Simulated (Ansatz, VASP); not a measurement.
# LiBr: VASP beside Ansatz

INCAR

```
SYSTEM = LiBr
PREC = Accurate
ENCUT = 750
EDIFF = 1E-7
ISMEAR = 0
SIGMA = 0.02
LREAL = .FALSE.
LASPH = .TRUE.
NELM = 120
ALGO = Normal
ISIF = 3
LWAVE = .FALSE.
LCHARG = .FALSE.
GGA = PE
IBRION = 2
NSW = 100
EDIFFG = -0.005
GGA_COMPAT = .FALSE.
NELMIN = 4
```

File KPOINTS:

```
regular mesh
0
G
  8 8 8
  0 0 0
```

POSCAR

```
LiBr
1.0
    0.0000000000      2.7506500000      2.7506500000
    2.7506500000      0.0000000000      2.7506500000
    2.7506500000      2.7506500000      0.0000000000
Li Br
1 1
Direct
    0.0000000000      0.0000000000      0.0000000000
    0.5000000000      0.5000000000      0.5000000000
```

Input for Ansatz:

```yaml
crystal:
  lattice:
    - [0.0, 2.75065, 2.75065]
    - [2.75065, 0.0, 2.75065]
    - [2.75065, 2.75065, 0.0]
  atoms:
    - { symbol: Li, position: [0.0, 0.0, 0.0] }
    - { symbol: Br, position: [0.5, 0.5, 0.5] }
basis:
  ecutwfc: 420
kpoints:
  mp_grid: { grid: [8, 8, 8] }
hamiltonian:
  xc: pbe
scf:
  occupations: { method: gaussian, width: 0.02 }
output:
  forces: true
  stress: true
  eigenvalues: true
  write_density: true
  write_potential: true
  elf: true
  volumetric_format: npy
relax:
  adjacent_minimum: "off"
  f_tol: 0.005
  max_steps: 80
  cell: { stress_tol: 0.05 }
```

Alike in both runs: task relaxation of cell and atoms; functional PBE; k mesh 8 × 8 × 8; occupations gaussian, width 0.02 eV; no spin polarisation.

|  | VASP | Ansatz |
| --- | --- | --- |
| version | VASP 6.6.1 | Ansatz 0.2.0 |
| potentials or method | VASP PAW PBE potentials, release 64 (Li_sv, Br), cutoff 750 eV | scalar-relativistic, plane waves, PAW |
| valence electrons in the cell | 10 | 10 |

|  | VASP | Ansatz | Ansatz less VASP |
| --- | --- | --- | --- |
| gap on the k mesh at the Fermi level, each at its own relaxed structure (eV) | 4.93 | 4.92 | -0.019 |
| relaxed volume (Å³/atom) | 20.85 | 20.92 | +0.074 |
| relaxed cell length with the largest relative difference (Å) | 3.892 | 3.897 | +0.0046 |
